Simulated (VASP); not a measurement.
A run of VASP 6.6.1 is set up as follows.

The input INCAR:

```
PREC = Accurate ; ENCUT = 520
EDIFF = 1E-6 ; ISMEAR = -1
SIGMA = 0.05 ; LREAL = False
LASPH = True ; NELM = 100
ALGO = Normal ; ISIF = 2
LWAVE = False ; LCHARG = False
GGA = PS ; NBANDS = 36
```

KPOINTS

```
Automatic mesh
0
Gamma
  4 4 2
```

The input POSCAR:

```
ZnCd2SeS2
1.0
    2.9122460000     -2.9122460000      0.0000000000
    0.0000000000      2.9122460000     -2.9122460000
    5.7130060000      5.7130060000      5.7130060000
Cd S Zn Se
2 2 1 1
Direct
    0.0041990000      0.0186810000      0.9983580000
    0.3247760000      0.6516400000      0.3412930000
    0.0035410000      0.0007140000      0.2555780000
    0.3520800000      0.6739050000      0.5955170000
    0.6652560000      0.3269720000      0.6741360000
    0.6758460000      0.3505100000      0.9154380000
```

Potentials or basis: VASP PAW PBE potentials, release 64 (Cd, S, Zn, Se).

Command:

```sh
$ cat potpaw_PBE.64/Cd/POTCAR potpaw_PBE.64/S/POTCAR potpaw_PBE.64/Zn/POTCAR potpaw_PBE.64/Se/POTCAR > POTCAR
$ mpirun -np 1 vasp_std > vasp.out
```

Q: Predict the band gap on the k mesh.

A: 0.95 eV.

Q: What does it give for the pressure?

A: 0.5 GPa.

Q: Estimate the largest force.

A: 0.855 eV/Å.

Stress tensor (GPa, compression positive):
```
 0.58  0.41  0.28
 0.41  0.50 -0.30
 0.28 -0.30  0.43
```

Caveat: the k points lie up to 0.44 Å⁻¹ apart; the PAW data sets were made with another functional, which shifts forces and pressure a little.
